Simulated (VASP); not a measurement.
The system is Hf.

```
Hf
1.0
     3.19670    0.00000    0.00000
    -1.59835    2.76842    0.00000
     0.00000    0.00000    5.05780
Hf
2
Direct
  0.66667 0.33333 0.75000
  0.33333 0.66667 0.25000
```

| Quantity | Value |
| --- | --- |
| Program | VASP 6.6.1 |
| Task | relaxation of cell and atoms |
| Functional | RPBE |
| Dispersion | D3(BJ) |
| Potentials or basis | VASP PAW PBE potentials, release 64 (Hf_pv) |
| Cutoff | 600 eV |
| k mesh | 10 × 10 × 5 |
| Occupations | fermi-dirac, width 0.05 eV |
| Spin | no spin polarisation |

At the start: pressure -24.6 GPa; volume 22.38 Å³/atom.

Task: Where does the relaxation end?

Result: Over 7 steps the energy falls by 386.4 meV/atom and the volume is 18.02 Å³/atom (-19.5 %); space group P6_3/mmc (No. 194, to 0.05 Å).

The path:
| step | energy change (eV) | largest force (eV/Å) | pressure (GPa) | volume (Å³) |
| --- | --- | --- | --- | --- |
| 1 | 0.0000 | 0.0000 | -24.60 | 44.76 |
| 2 | 1.3186 | 0.0000 | 83.40 | 25.98 |
| 3 | -0.7653 | 0.0000 | -2.75 | 36.75 |
| 4 | -0.7708 | 0.0000 | -0.49 | 36.21 |
| 5 | -0.7709 | 0.0000 | 0.20 | 36.06 |
| 6 | -0.7727 | 0.0000 | 0.14 | 36.04 |
| 7 | -0.7727 | 0.0000 | 0.15 | 36.04 |

Final structure:
```
CELL_PARAMETERS angstrom
2.96286 0.00000 0.00000
-1.48143 2.56591 0.00000
0.00000 0.00000 4.74048
ATOMIC_POSITIONS crystal
Hf 0.66667 0.33333 0.75000
Hf 0.33333 0.66667 0.25000
```

Caveat: the volume moved by over 15 % at a fixed basis, so the end points are rough; the PAW data sets were made with another functional, which shifts forces and pressure a little; the volume moved by -19 % from the deposited cell, more than functionals usually miss; pairwise dispersion overbinds metals, which lowers pressure and volume.
